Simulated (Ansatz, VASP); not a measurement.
# Ag in VASP and in Ansatz

POSCAR

```
Ag
1.0
    0.0000000000      2.0520775136      2.0520775136
    2.0520775136      0.0000000000      2.0520775136
    2.0520775136      2.0520775136      0.0000000000
Ag
1
Direct
    0.0000000000      0.0000000000      0.0000000000
```

The input INCAR.step1:

```
ALGO     = Normal         # electronic algorithm
EDIFF    = 1E-4           # SCF threshold, eV
ENCUT    = 520            # plane-wave cutoff, eV
GGA      = PE             # functional
ISMEAR   = 0              # smearing method
LASPH    = T              # aspherical terms in the spheres
LCHARG   = F              # write CHGCAR
LREAL    = F              # projectors in reciprocal space
LWAVE    = T              # write WAVECAR
NBANDS   = 12             # bands
NELM     = 80             # most SCF steps
PREC     = Accurate       # precision mode
SIGMA    = 0.15           # smearing width, eV
```

Contents of INCAR.step2:

```
ALGO     = Normal         # electronic algorithm
EDIFF    = 1E-6           # SCF threshold, eV
ENCUT    = 520            # plane-wave cutoff, eV
ISIF     = 2              # what is computed and relaxed
ISMEAR   = 0              # smearing method
ISTART   = 1            
LASPH    = T              # aspherical terms in the spheres
LCHARG   = F              # write CHGCAR
LMIXTAU  = T            
LREAL    = F              # projectors in reciprocal space
LWAVE    = F              # write WAVECAR
METAGGA  = R2SCAN         # meta-GGA
NBANDS   = 12             # bands
NELM     = 80             # most SCF steps
PREC     = Accurate       # precision mode
SIGMA    = 0.15           # smearing width, eV
```

The input KPOINTS:

```
k-points
0
Gamma
  28 28 28
```

Input for Ansatz:

```yaml
crystal:
  lattice:
    - [0.0, 2.0520775136, 2.0520775136]
    - [2.0520775136, 0.0, 2.0520775136]
    - [2.0520775136, 2.0520775136, 0.0]
  atoms:
    - { symbol: Ag, position: [0.0, 0.0, 0.0] }
basis:
  ecutwfc: 500
kpoints:
  mp_grid: { grid: [28, 28, 28] }
hamiltonian:
  xc: r2scan
scf:
  occupations: { method: gaussian, width: 0.15 }
output:
  forces: true
  stress: true
  eigenvalues: true
```

Alike in both runs: task single point; functional r2SCAN; k mesh 28 × 28 × 28; occupations gaussian, width 0.15 eV; no spin polarisation.

|  | VASP | Ansatz |
| --- | --- | --- |
| version | VASP 6.6.1 | Ansatz 0.2.0 |
| potentials or method | VASP PAW PBE potentials, release 64 (Ag), cutoff 520 eV | scalar-relativistic, plane waves, PAW |
| valence electrons in the cell | 11 | 19 |

```csv
,VASP,Ansatz,Ansatz less VASP
gap on the k mesh at the Fermi level (eV),none,none,-
pressure (GPa),0.1,0.0,-0.13
```

VASP's potentials were made for PBE, not for r2SCAN. A gap of «none» marks a metal or a gap that the smearing closes. With one functional, cell and mesh, what is left measures potentials, basis and numerics. VASP's potentials hold 11 valence electrons a cell and Ansatz's 19, so a difference there can come from the potentials and not from the codes.
